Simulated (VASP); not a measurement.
# ZnO (P6_3mc) in VASP: a series of runs

Runs on ZnO. Level: PBE. Tasks: single point.

Program: VASP 6.6.1. These are calculated values, not measurements. Logs are shortened: lines on timing, memory, paths and dates and some standing lists are left out, and cuts for length are marked.

## 1. The cell of the first run

Symmetry: P6_3mc, No. 186, hexagonal system. Conventional cell: a = 3.235 Å, b = 3.235 Å, c = 5.211 Å, α = 90.00°, β = 90.00°, γ = 120.00°. Within 2.6 Å of Zn (site symmetry 3m) lie 4 O at 1.97 to 1.98 Å. Within 2.6 Å of O (site symmetry 3m) lie 4 Zn at 1.97 to 1.98 Å.

## 2. Single point, PBE

INCAR

```
PREC     = Accurate       # precision mode
ENCUT    = 520            # plane-wave cutoff, eV
EDIFF    = 1E-6           # SCF threshold, eV
ISMEAR   = -1             # smearing method
SIGMA    = 0.02           # smearing width, eV
LREAL    = False          # projectors in reciprocal space
LASPH    = True           # aspherical terms in the spheres
NELM     = 100            # most SCF steps
ALGO     = Normal         # electronic algorithm
ISIF     = 2              # what is computed and relaxed
LWAVE    = False          # write WAVECAR
LCHARG   = False          # write CHGCAR
GGA      = PE             # functional
NBANDS   = 26             # bands
```

KPOINTS

```
regular mesh
0
Gamma
  12 12 6
```

POSCAR

```
ZnO
1.0
    3.2353408669      0.0000000000      0.0000000000
   -1.6176704335      2.8018873806      0.0000000000
    0.0000000000      0.0000000000      5.2109518316
Zn O
2 2
Direct
    0.3333333333      0.6666666667     -0.0023477533
    0.6666666667      0.3333333333      0.4976522467
    0.3333333333      0.6666666667      0.3773477533
    0.6666666667      0.3333333333      0.8773477533
```

Potentials or basis: VASP PAW PBE potentials, release 64 (Zn, O).

Launch:

```
cat potpaw_PBE.64/Zn/POTCAR potpaw_PBE.64/O/POTCAR > POTCAR
mpirun -np 1 vasp_std > vasp.out
```

OUTCAR:

```text
PREC = Accurate
   ENCUT = 520
   EDIFF = 1E-6
   ISMEAR = -1
   LREAL = False
   LASPH = True
   NELM = 100
   ISIF = 2
   GGA = PE

 ion  position               nearest neighbor table
   1  0.333  0.667  0.998-   4 1.97   4 1.97   4 1.97   3 1.98
   2  0.667  0.333  0.498-   3 1.97   3 1.97   3 1.97   4 1.98
   3  0.333  0.667  0.377-   2 1.97   2 1.97   2 1.97   1 1.98
   4  0.667  0.333  0.877-   1 1.97   1 1.97   1 1.97   2 1.98

  LATTYP: Found a hexagonal cell.
 ALAT       =     3.2353408669
 C/A-ratio  =     1.6106345656

  Lattice vectors:

 A1 = (   3.2353408669,   0.0000000000,   0.0000000000)
 A2 = (  -1.6176704335,   2.8018873806,   0.0000000000)
 A3 = (   0.0000000000,   0.0000000000,   5.2109518316)

Analysis of symmetry for initial positions (statically):
=====================================================================
 Subroutine PRICEL returns:
 Original cell was already a primitive cell.

 Routine SETGRP: Setting up the symmetry group for a
 hexagonal supercell.

 Subroutine GETGRP returns: Found 12 space group operations
 (whereof  6 operations were pure point group operations)
 out of a pool of 24 trial point group operations.

The static configuration has the point symmetry C_3v.
 The point group associated with its full space group is C_6v.

Analysis of symmetry for dynamics (positions and initial velocities):
=====================================================================
 Subroutine PRICEL returns:
 Original cell was already a primitive cell.

 Routine SETGRP: Setting up the symmetry group for a
 hexagonal supercell.

 Subroutine GETGRP returns: Found 12 space group operations
 (whereof  6 operations were pure point group operations)
 out of a pool of 24 trial point group operations.

The dynamic configuration has the point symmetry C_3v.
 The point group associated with its full space group is C_6v.

 Subroutine INISYM returns: Found 12 space group operations
 (whereof  6 operations are pure point group operations),
 and found     1 'primitive' translations

----------------------------------------------------------------------------------------

                                     Primitive cell

  volume of cell :      47.2376

  direct lattice vectors                    reciprocal lattice vectors
[... 88 lines left out ...]
   LASPH  =      T    aspherical Exc in radial PAW
   ENCUT  =  520.0 eV  38.22 Ry    6.18 a.u.   6.02  6.02  9.69*2*pi/ulx,y,z
   NELM   =    100;   NELMIN=  2; NELMDL= -5     # of ELM steps
   EDIFF  = 0.1E-05   stopping-criterion for ELM
   LREAL  =      F    real-space projection
   EDIFFG = 0.1E-04   stopping-criterion for IOM
   NSW    =      0    number of steps for IOM
   IBRION =     -1    ionic relax: 0-MD 1-quasi-New 2-CG
   NFREE  =      0    steps in history (QN), initial steepest desc. (CG)
   ISIF   =      2    stress and relaxation
   ISYM   =      2    0-nonsym 1-usesym 2-fastsym
   POTIM  = 0.5000    time-step for ionic-motion
   TEBEG  =    0.0;   TEEND  =   0.0 temperature during run
   PSTRESS=    0.0 pullay stress
   NELECT =      36.0000    total number of electrons
   NUPDOWN=      -1.0000    fix difference up-down
   EMIN   =  10.00;   EMAX   =-10.00  energy-range for DOS
   EFERMI =   0.00;   METHOD = LEGACY
   ISMEAR =    -1;   SIGMA  =   0.02  broadening in eV -4-tet -1-fermi 0-gaus
   EFERMI_NEDOS =   21; number of points for ismear=-14 and -15
   IALGO  =     38    algorithm
   IMIX   =      4    mixing-type and parameters
     AMIX     =   0.40;   BMIX     =  1.00
     AMIX_MAG =   1.60;   BMIX_MAG =  1.00
  volume/ion in A,a.u.               =      11.81        79.69
  Fermi-wavevector in a.u.,A,eV,Ry     =   1.495362  2.825825 30.424099  2.236108
  Thomas-Fermi vector in A             =   2.607517
   LORBIT       =      0    0 simple, 1 ext, 2 COOP (PROOUT), +10 PAW based schemes
   GGA     = PE    functional components
   LHFCALC =     F    Hartree Fock is set to
   AEXX    =    0.0000 exact exchange contribution
   IVDW    =     0    specifies the selected vdW correction
   LEPSILON=     F    determine dielectric tensor
   LRPA    =     F    only Hartree local field effects (RPA)
 non-spin polarized calculation
  energy-cutoff  :      520.00
  volume of cell :       47.24
 maximum number of plane-waves:      1296
   NGX = 13   NGY = 13   NGZ = 19

 number of electron      36.0000032 magnetization

 Free energy of the ion-electron system (eV)
  ---------------------------------------------------
  ext. energy  EPLUGINS =         0.00000000
  ---------------------------------------------------
  free energy    TOTEN  =       -17.80855324 eV

  energy without entropy =      -17.80855324  energy(sigma->0) =      -17.80855324

 E-fermi :   1.6837     XC(G=0): -10.9525

 val. band max:        1.2767082223   @ k =   0.0000   0.0000   0.0000
 cond. band min:       2.0702982992   @ k =   0.0000   0.0000   0.0000
 fundamental gap:      0.7935900769
 Fermi energy:         1.6836533369

 k-point     1 :       0.0000    0.0000    0.0000
  band No.  band energies     occupation
      1     -16.8802      2.00000
      2     -16.1464      2.00000
      3      -4.4618      2.00000
      4      -4.4618      2.00000
      5      -4.4234      2.00000
      6      -4.4081      2.00000
[... 685 lines left out ...]
     25      14.7561      0.00000
     26      15.3579      0.00000

 [... further k-points ...]

------------------------ aborting loop because EDIFF is reached ----------------------------------------

  FORCE on cell =-STRESS in cart. coord.  units (eV):
  Direction    XX          YY          ZZ          XY          YZ          ZX
  --------------------------------------------------------------------------------------
  -------------------------------------------------------------------------------------
  Total        2.1134092      2.1134092      2.1478873     -0.0000000      0.0000000      0.0000000
  in kB       71.6813855     71.6813855     72.8507933     -0.0000000      0.0000000      0.0000000
  external PRESSURE =      72.0711881 kB  Pullay stress =       0.0000000 kB

 VOLUME and BASIS-vectors are now :
 -----------------------------------------------------------------------------
  energy-cutoff  :      520.00
  volume of cell :       47.24
      direct lattice vectors                 reciprocal lattice vectors
     3.235340867  0.000000000  0.000000000     0.309086443  0.178451141  0.000000000
    -1.617670434  2.801887381  0.000000000     0.000000000  0.356902282  0.000000000
     0.000000000  0.000000000  5.210951832     0.000000000  0.000000000  0.191903520

 POSITION                                       TOTAL-FORCE (eV/Angst)
 -----------------------------------------------------------------------------------
     -0.00000      1.86792      5.19872         0.000000      0.000000      0.003190
      1.61767      0.93396      2.59324         0.000000     -0.000000      0.003190
     -0.00000      1.86792      1.96634         0.000000     -0.000000     -0.003190
      1.61767      0.93396      4.57182        -0.000000      0.000000     -0.003190
 -----------------------------------------------------------------------------------
    total drift:                                0.000001      0.000001     -0.004315

  FREE ENERGIE OF THE ION-ELECTRON SYSTEM (eV)
  ---------------------------------------------------
  free  energy   TOTEN  =       -17.8085532437 eV

  energy  without entropy=      -17.8085532437  energy(sigma->0) =      -17.80855324
```

OSZICAR:

```text
N       E                     dE             d eps       ncg     rms          rms(c)
DAV:   1     0.297714478744E+03    0.29771E+03   -0.18235E+04  3992   0.202E+03
DAV:   2     0.109744574594E+02   -0.28674E+03   -0.26894E+03  4156   0.413E+02
DAV:   3    -0.204412913103E+02   -0.31416E+02   -0.31020E+02  4412   0.139E+02
DAV:   4    -0.210481440552E+02   -0.60685E+00   -0.60539E+00  4326   0.198E+01
DAV:   5    -0.210511889487E+02   -0.30449E-02   -0.30447E-02  4296   0.145E+00    0.149E+01
DAV:   6    -0.176353590111E+02    0.34158E+01   -0.65864E+00  6212   0.613E+01    0.915E+00
DAV:   7    -0.178459198475E+02   -0.21056E+00   -0.29375E+00  4044   0.170E+01    0.546E+00
DAV:   8    -0.178565365566E+02   -0.10617E-01   -0.49478E-01  5860   0.753E+00    0.163E+00
DAV:   9    -0.178057208775E+02    0.50816E-01   -0.10323E-01  5818   0.638E+00    0.293E-01
DAV:  10    -0.178084543458E+02   -0.27335E-02   -0.37254E-02  3990   0.132E+00    0.133E-01
DAV:  11    -0.178085112234E+02   -0.56878E-04   -0.54767E-04  4264   0.219E-01    0.306E-02
DAV:  12    -0.178085513604E+02   -0.40137E-04   -0.75717E-05  4458   0.212E-01    0.199E-02
DAV:  13    -0.178085589698E+02   -0.76094E-05   -0.19169E-05  4508   0.914E-02    0.200E-02
DAV:  14    -0.178085533178E+02    0.56520E-05   -0.11738E-05  5088   0.400E-02    0.257E-03
DAV:  15    -0.178085532437E+02    0.74078E-07   -0.33563E-06  3784   0.159E-02
   1 F= -.17808553E+02 E0= -.17808553E+02  d E =-.803399E-11
```

stdout:

```text
POSCAR found type information on POSCAR ZnO
 POSCAR found :  2 types and       4 ions
 scaLAPACK will be used
 LDA part: xc-table for (Slater+PW92), standard interpolation
 POSCAR, INCAR and KPOINTS ok, starting setup
 FFT: planning ... GRIDC
 FFT: planning ... GRID_SOFT
 FFT: planning ... GRID
 WAVECAR not read
 entering main loop
```

Wall time 29 s (1 thread of Intel Xeon 6975P-C (Granite Rapids), shared host); peak memory 0.21 GiB.

Results:

| Property | Result |
| --- | --- |
| Free energy | -17.8086 eV |
| Pressure | 7.2 GPa |
| Largest force | 0.003 eV/Å |
| Band gap on the k mesh | 0.79 eV |

Forces on the atoms (eV/Å):
```
Zn   0.000  0.000  0.003
Zn   0.000  0.000  0.003
O    0.000  0.000 -0.003
O    0.000  0.000 -0.003
```

Stress tensor (GPa, compression positive):
```
7.17 0.00 0.00
0.00 7.17 0.00
0.00 0.00 7.29
```

Levels at points of the mesh, in eV from the valence-band top:
```
           k point  band 16  band 17  band 18  band 19  band 20  band 21
(0.00, 0.00, 0.00)    -0.09     0.00     0.00     0.79     5.25     8.23
(0.50, 0.00, 0.00)    -2.29    -1.30    -0.85     5.81     6.87     7.59
(0.00, 0.00, 0.50)    -0.40    -0.40    -0.40     3.47     3.47    10.10
(0.50, 0.00, 0.50)    -1.53    -1.39    -1.39     5.72     5.72     8.47
```

Caveat: the cell stands under pressure.

## 3. Single point, PBE (strain +1.0%)

INCAR

```
ALGO = Normal
EDIFF = 1E-7
ENCUT = 520
GGA = PE
ISIF = 2
ISMEAR = -1
LASPH = T
LCHARG = T
LELF = T
LREAL = F
LVHAR = T
LWAVE = F
NBANDS = 26
NELM = 80
PREC = Accurate
SIGMA = 0.02
```

KPOINTS

```
k-points
0
Gamma
  12 12 6
```

POSCAR

```
ZnO
1.0
    3.2676942756      0.0000000000      0.0000000000
   -1.6338471378      2.8299062544      0.0000000000
    0.0000000000      0.0000000000      5.2630613499
Zn O
2 2
Direct
    0.3333333333      0.6666666667     -0.0023477533
    0.6666666667      0.3333333333      0.4976522467
    0.3333333333      0.6666666667      0.3773477533
    0.6666666667      0.3333333333      0.8773477533
```

Potentials or basis: VASP PAW PBE potentials, release 64 (Zn, O).

Launch:

```
cat potpaw_PBE.64/Zn/POTCAR potpaw_PBE.64/O/POTCAR > POTCAR
mpirun -np 1 vasp_std > vasp.out
```

Run time: 32 s. Hardware: 1 thread of Intel Xeon 6975P-C (Granite Rapids), shared host; peak memory 0.21 GiB.

Results (log left out):

| Property | Result |
| --- | --- |
| Free energy | -17.8533 eV |
| Pressure | 2.6 GPa |
| Largest force | 0.003 eV/Å |
| Band gap on the k mesh | 0.75 eV |

Forces on the atoms (eV/Å):
```
Zn   0.000  0.000  0.003
Zn   0.000  0.000  0.003
O    0.000  0.000 -0.003
O    0.000  0.000 -0.003
```

Stress tensor (GPa, compression positive):
```
2.58 0.00 0.00
0.00 2.58 0.00
0.00 0.00 2.76
```

Levels at points of the mesh, in eV from the valence-band top:
```tsv
k point	band 14	band 15	band 16	band 17	band 18	band 19	band 20	band 21	band 22	band 23
(0.00, 0.00, 0.00)	-0.77	-0.77	-0.08	0.00	0.00	0.75	5.13	8.13	12.78	12.78
(0.50, 0.00, 0.00)	-3.48	-2.76	-2.19	-1.25	-0.81	5.68	6.84	7.56	8.35	10.47
(0.00, 0.00, 0.50)	-2.23	-0.38	-0.38	-0.38	-0.38	3.40	3.40	9.98	9.98	13.06
(0.50, 0.00, 0.50)	-3.71	-1.46	-1.46	-1.33	-1.33	5.67	5.67	8.30	8.30	11.20
```

Caveat: the cell differs from its parent crystal (strain +1.0%).
